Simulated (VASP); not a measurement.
# Os (Fd-3m) in VASP: single point with r2SCAN

Aim: the single point of Os with r2SCAN.

Everything below comes from runs of VASP 6.6.1. Logs are shortened: lines on timing, memory, paths and dates and some standing lists are left out, and cuts for length are marked.

## (1) The cell of the first run

Symmetry: Fd-3m, No. 227, cubic system. Conventional cell: a = 5.518 Å, b = 5.518 Å, c = 5.518 Å, α = 90.00°, β = 90.00°, γ = 90.00°. Os (site symmetry -43m) has 4 Os at 2.39 Å within 3.2 Å.

## (2) Single point, r2SCAN

The input, POSCAR:

```
Os
1.0
    0.0000000000      2.7592098175      2.7592098175
    2.7592098175      0.0000000000      2.7592098175
    2.7592098175      2.7592098175      0.0000000000
Os
2
Direct
    0.1250000000      0.1250000000      0.1250000000
    0.8750000000      0.8750000000      0.8750000000
```

The input, INCAR.step1:

```
PREC     = Accurate       # precision mode
ENCUT    = 520            # plane-wave cutoff, eV
ISMEAR   = -1             # smearing method
SIGMA    = 0.1            # smearing width, eV
LREAL    = False          # projectors in reciprocal space
LASPH    = True           # aspherical terms in the spheres
NELM     = 100            # most SCF steps
NBANDS   = 15             # bands
GGA      = PE             # functional
ALGO     = Normal         # electronic algorithm
EDIFF    = 1E-4           # SCF threshold, eV
LWAVE    = True           # write WAVECAR
LCHARG   = False          # write CHGCAR
```

The input, INCAR.step2:

```
PREC     = Accurate       # precision mode
ENCUT    = 520            # plane-wave cutoff, eV
EDIFF    = 1E-6           # SCF threshold, eV
ISMEAR   = -1             # smearing method
SIGMA    = 0.1            # smearing width, eV
LREAL    = False          # projectors in reciprocal space
LASPH    = True           # aspherical terms in the spheres
NELM     = 100            # most SCF steps
ALGO     = Normal         # electronic algorithm
ISIF     = 2              # what is computed and relaxed
LWAVE    = False          # write WAVECAR
LCHARG   = False          # write CHGCAR
METAGGA  = R2SCAN         # meta-GGA
LMIXTAU  = True         
NBANDS   = 15             # bands
ISTART   = 1
```

The input, KPOINTS:

```
regular mesh
0
Gamma
  5 5 5
```

Potentials or basis: VASP PAW PBE potentials, release 64 (Os).

On the command line:

```bash
$ cat potpaw_PBE.64/Os/POTCAR > POTCAR
$ cp INCAR.step1 INCAR
$ mpirun -np 1 vasp_std > vasp.out
$ cp INCAR.step2 INCAR
$ mpirun -np 1 vasp_std > vasp.out
```

OUTCAR:

```text
PREC = Accurate
   ENCUT = 520
   EDIFF = 1E-6
   ISMEAR = -1
   LREAL = False
   LASPH = True
   NELM = 100
   ISIF = 2
   METAGGA = R2SCAN
   ISTART = 1

 ion  position               nearest neighbor table
   1  0.125  0.125  0.125-   2 2.39   2 2.39   2 2.39   2 2.39
   2  0.875  0.875  0.875-   1 2.39   1 2.39   1 2.39   1 2.39

  LATTYP: Found a face centered cubic cell.
 ALAT       =     5.5184196350

  Lattice vectors:

 A1 = (   0.0000000000,   2.7592098175,   2.7592098175)
 A2 = (   2.7592098175,   0.0000000000,   2.7592098175)
 A3 = (   2.7592098175,   2.7592098175,   0.0000000000)

Analysis of symmetry for initial positions (statically):
=====================================================================
 Subroutine PRICEL returns:
 Original cell was already a primitive cell.

 Routine SETGRP: Setting up the symmetry group for a
 face centered cubic supercell.

 Subroutine GETGRP returns: Found 48 space group operations
 (whereof 12 operations were pure point group operations)
 out of a pool of 48 trial point group operations.

The static configuration has the point symmetry D_3d.
 The point group associated with its full space group is O_h .

Analysis of symmetry for dynamics (positions and initial velocities):
=====================================================================
 Subroutine PRICEL returns:
 Original cell was already a primitive cell.

 Routine SETGRP: Setting up the symmetry group for a
 face centered cubic supercell.

 Subroutine GETGRP returns: Found 48 space group operations
 (whereof 12 operations were pure point group operations)
 out of a pool of 48 trial point group operations.

The dynamic configuration has the point symmetry D_3d.
 The point group associated with its full space group is O_h .

 Subroutine INISYM returns: Found 48 space group operations
 (whereof 12 operations are pure point group operations),
 and found     1 'primitive' translations

----------------------------------------------------------------------------------------

                                     Primitive cell

  volume of cell :      42.0130

  direct lattice vectors                    reciprocal lattice vectors
     0.000000000  2.759209817  2.759209817    -0.181211301  0.181211301  0.181211301
     2.759209817  0.000000000  2.759209817     0.181211301 -0.181211301  0.181211301
     2.759209817  2.759209817  0.000000000     0.181211301  0.181211301 -0.181211301

[... 76 lines left out ...]
   POTIM  = 0.5000    time-step for ionic-motion
   TEBEG  =    0.0;   TEEND  =   0.0 temperature during run
   PSTRESS=    0.0 pullay stress
   NELECT =      16.0000    total number of electrons
   NUPDOWN=      -1.0000    fix difference up-down
   EMIN   =  10.00;   EMAX   =-10.00  energy-range for DOS
   EFERMI =   0.00;   METHOD = LEGACY
   ISMEAR =    -1;   SIGMA  =   0.10  broadening in eV -4-tet -1-fermi 0-gaus
   EFERMI_NEDOS =   21; number of points for ismear=-14 and -15
   IALGO  =     38    algorithm
   IMIX   =      4    mixing-type and parameters
     AMIX     =   0.40;   BMIX     =  1.00
     AMIX_MAG =   1.60;   BMIX_MAG =  1.00
  volume/ion in A,a.u.               =      21.01       141.76
  Fermi-wavevector in a.u.,A,eV,Ry     =   1.186643  2.242430 19.158659  1.408122
  Thomas-Fermi vector in A             =   2.322811
   LORBIT       =      0    0 simple, 1 ext, 2 COOP (PROOUT), +10 PAW based schemes
   METAGGA = R2SCAN    functional components
   LHFCALC =     F    Hartree Fock is set to
   AEXX    =    0.0000 exact exchange contribution
   IVDW    =     0    specifies the selected vdW correction
   LEPSILON=     F    determine dielectric tensor
   LRPA    =     F    only Hartree local field effects (RPA)
 non-spin polarized calculation
  energy-cutoff  :      520.00
  volume of cell :       42.01
 maximum number of plane-waves:      1143
 NGX is ok and might be reduce to    30
   NGX = 15   NGY = 15   NGZ = 15

 number of electron      16.0000000 magnetization

 Free energy of the ion-electron system (eV)
  ---------------------------------------------------
  ext. energy  EPLUGINS =         0.00000000
  ---------------------------------------------------
  free energy    TOTEN  =      -103.53688954 eV

  energy without entropy =     -103.46450517  energy(sigma->0) =     -103.50069736

 E-fermi :   4.5049     XC(G=0): -12.1558

 val. band max:        4.3442035501   @ k =   0.2000   0.2000   0.0000
 cond. band min:       4.5354418942   @ k =   0.4000   0.2000   0.0000
 fundamental gap:      0.1912383442
 Fermi energy:         4.5048917574

 k-point     1 :       0.0000    0.0000    0.0000
  band No.  band energies     occupation
      1      -3.5136      2.00000
      2      -0.0577      2.00000
      3      -0.0577      2.00000
      4       0.6009      2.00000
      5       0.6009      2.00000
      6       0.6009      2.00000
      7       3.8845      1.99597
      8       3.8845      1.99597
      9       3.8845      1.99597
     10       7.1459      0.00000
     11       7.1459      0.00000
     12      16.5490      0.00000
     13      16.5626      0.00000
     14      17.9243      0.00000
[... 149 lines left out ...]
      2      -0.7215      2.00000
      3       0.1079      2.00000
      4       0.5353      2.00000
      5       1.4951      2.00000
      6       1.9964      2.00000
      7       2.2138      2.00000
      8       3.6265      1.99969
      9       5.9222      0.00000
     10       6.4443      0.00000
     11       7.4049      0.00000
     12       8.3689      0.00000
     13       9.1918      0.00000
     14      10.4724      0.00000
     15      17.7917      0.00000

------------------------ aborting loop because EDIFF is reached ----------------------------------------

  FORCE on cell =-STRESS in cart. coord.  units (eV):
  Direction    XX          YY          ZZ          XY          YZ          ZX
  --------------------------------------------------------------------------------------
  -------------------------------------------------------------------------------------
  Total       -0.2270567     -0.2270567     -0.2270567      0.0000000      0.0000000     -0.0000000
  in kB       -8.6588603     -8.6588603     -8.6588603      0.0000000      0.0000000     -0.0000000
  external PRESSURE =      -8.6588603 kB  Pullay stress =       0.0000000 kB

 VOLUME and BASIS-vectors are now :
 -----------------------------------------------------------------------------
  energy-cutoff  :      520.00
  volume of cell :       42.01
      direct lattice vectors                 reciprocal lattice vectors
     0.000000000  2.759209817  2.759209817    -0.181211301  0.181211301  0.181211301
     2.759209817  0.000000000  2.759209817     0.181211301 -0.181211301  0.181211301
     2.759209817  2.759209817  0.000000000     0.181211301  0.181211301 -0.181211301

 POSITION                                       TOTAL-FORCE (eV/Angst)
 -----------------------------------------------------------------------------------
      0.68980      0.68980      0.68980        -0.000000      0.000000      0.000000
      4.82862      4.82862      4.82862         0.000000     -0.000000     -0.000000
 -----------------------------------------------------------------------------------
    total drift:                               -0.000000      0.000000      0.000000

  FREE ENERGIE OF THE ION-ELECTRON SYSTEM (eV)
  ---------------------------------------------------
  free  energy   TOTEN  =      -103.5368895444 eV

  energy  without entropy=     -103.4645051667  energy(sigma->0) =     -103.50069736
```

OUTCAR.step1:

```text
PREC = Accurate
   ENCUT = 520
   ISMEAR = -1
   LREAL = False
   LASPH = True
[... 386 lines left out ...]
      0.68980      0.68980      0.68980        -0.000000     -0.000000     -0.000000
      4.82862      4.82862      4.82862         0.000000      0.000000      0.000000
 -----------------------------------------------------------------------------------
    total drift:                               -0.000000      0.000000      0.000000

  FREE ENERGIE OF THE ION-ELECTRON SYSTEM (eV)
  ---------------------------------------------------
  free  energy   TOTEN  =       -19.9936965766 eV

  energy  without entropy=      -19.9202045944  energy(sigma->0) =      -19.95695059
```

Wall time 16 s (1 thread of Intel Xeon 6975P-C (Granite Rapids), shared host); peak memory 0.17 GiB.

Results:

| Quantity | Value |
| --- | --- |
| Free energy | -103.5369 eV |
| Pressure | -0.9 GPa |
| Band gap on the k mesh | zero (band 8 reaches 4.55 eV, above the bottom of band 9 at 3.86 eV) |

Caveat: the k points lie up to 0.39 Å⁻¹ apart; the PAW data sets were made with another functional, which shifts forces and pressure a little; spin-orbit coupling is left out, which moves the levels of the heavy elements.
